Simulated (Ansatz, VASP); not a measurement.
**MgO: VASP beside Ansatz**

The input INCAR:

```
SYSTEM = MgO
  ALGO = Normal
  EDIFF = 1E-7
  EDIFFG = -0.01
  ENCUT = 600
  GGA = PE
  IBRION = 2
  ISIF = 3
  ISMEAR = 0
  LASPH = .TRUE.
  LCHARG = .FALSE.
  LREAL = .FALSE.
  LWAVE = .FALSE.
  NELM = 100
  NSW = 100
  PREC = Accurate
  SIGMA = 0.02
```

Contents of KPOINTS:

```
k-points
0
G
  10 10 10
  0 0 0
```

Contents of POSCAR:

```
MgO
1.0
    0.0000000000      2.1265950506      2.1265950506
    2.1265950506      0.0000000000      2.1265950506
    2.1265950506      2.1265950506      0.0000000000
Mg O
1 1
Direct
    0.5000000000      0.5000000000      0.5000000000
    0.0000000000      0.0000000000      0.0000000000
```

Input for Ansatz:

```yaml
crystal:
  lattice:
    - [0.0, 2.1265950506, 2.1265950506]
    - [2.1265950506, 0.0, 2.1265950506]
    - [2.1265950506, 2.1265950506, 0.0]
  atoms:
    - { symbol: Mg, position: [0.5, 0.5, 0.5] }
    - { symbol: O, position: [0.0, 0.0, 0.0] }
basis:
  ecutwfc: 420
kpoints:
  mp_grid: { grid: [10, 10, 10] }
hamiltonian:
  xc: pbe
scf:
  occupations: { method: gaussian, width: 0.02 }
output:
  forces: true
  stress: true
  eigenvalues: true
relax:
  adjacent_minimum: "off"
  f_tol: 0.01
  max_steps: 80
  cell: { stress_tol: 0.05 }
```

Alike in both runs: task relaxation of cell and atoms; functional PBE; k mesh 10 × 10 × 10; occupations gaussian, width 0.02 eV; no spin polarisation.

|  | VASP | Ansatz |
| --- | --- | --- |
| version | VASP 6.6.1 | Ansatz 0.2.0 |
| potentials or method | VASP PAW PBE potentials, release 64 (Mg, O), cutoff 600 eV | scalar-relativistic, plane waves, PAW |
| valence electrons in the cell | 8 | 16 |

```tsv
	VASP	Ansatz	Ansatz less VASP
gap on the k mesh at the Fermi level, each at its own relaxed structure (eV)	4.51	4.46	-0.043
relaxed volume (Å³/atom)	9.56	9.62	+0.059
relaxed length of the cell vector where the two differ most in proportion (Å)	3.001	3.008	+0.0062
```

VASP's potentials hold 8 valence electrons a cell and Ansatz's 16, so a difference there can come from the potentials and not from the codes.
